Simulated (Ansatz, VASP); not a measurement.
**SnTe in VASP and in Ansatz**

```
CELL_PARAMETERS angstrom
0.00000 3.15085 3.15085
3.15085 0.00000 3.15085
3.15085 3.15085 0.00000
ATOMIC_POSITIONS crystal
Te 0.50000 0.50000 0.50000
Sn 0.00000 0.00000 0.00000
```

Alike in both runs: task relaxation of cell and atoms; functional PBEsol-based global hybrid; k mesh 4 × 4 × 4; occupations fermi-dirac, width 0.05 eV; no spin polarisation.

|  | VASP | Ansatz |
| --- | --- | --- |
| version | VASP 6.6.1 | Ansatz 0.2.0 |
| potentials or method | VASP PAW PBE potentials, release 64 (Te, Sn_d) | Ansatz PAW |
| plane-wave cutoff (eV) | 600 | 420 |
| valence electrons in the cell | 20 | 30 |

```tsv
	VASP	Ansatz	Ansatz less VASP
gap on the k mesh at the Fermi level, each at its own relaxed structure (eV)	0.80	0.56	-0.235
relaxed volume (Å³/atom)	30.16	30.41	+0.251
relaxed cell length with the largest relative difference (Å)	4.402	4.414	+0.0122
```

VASP's potentials were made for PBE, not for PBEsol-based global hybrid. VASP's potentials hold 20 valence electrons a cell and Ansatz's 30, so a difference there can come from the potentials and not from the codes.

The k mesh is coarse, so the values compare programs but aren't converged. Neither program's run includes spin-orbit coupling. Noted on Ansatz's run: the plane-wave basis is chosen anew once the cell has moved, so the energies of steps on either side of that aren't comparable.
